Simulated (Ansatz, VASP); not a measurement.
## Two plane-wave programs on Ge

```xyz
2
Lattice="0.0000 2.8109 2.8109 2.8109 0.0000 2.8109 2.8109 2.8109 0.0000" Properties=species:S:1:pos:R:3 pbc="T T T"
Ge    0.0000    0.0000    0.0000
Ge    1.4054    1.4054    1.4054
```

Alike in both runs: functional LDA; k mesh 10 × 10 × 10; occupations gaussian, width 0.01 eV; no spin polarisation.

Ansatz relaxed the structure, and its values are those at the end. VASP's run is a single point on that final structure, the one shown.

```csv
,VASP,Ansatz
version,VASP 6.6.1,Ansatz 0.2.0
potentials or method,"VASP PAW LDA potentials, release 64 (Ge_d)","scalar-relativistic, plane waves, PAW"
plane-wave cutoff (eV),520,420
valence electrons in the cell,28,28
```

```csv
,VASP,Ansatz,Ansatz less VASP
pressure (GPa),0.1,0.0,-0.14
```

LDA's correlation is that of Perdew and Zunger in VASP and of Perdew and Wang (1992) in Ansatz.
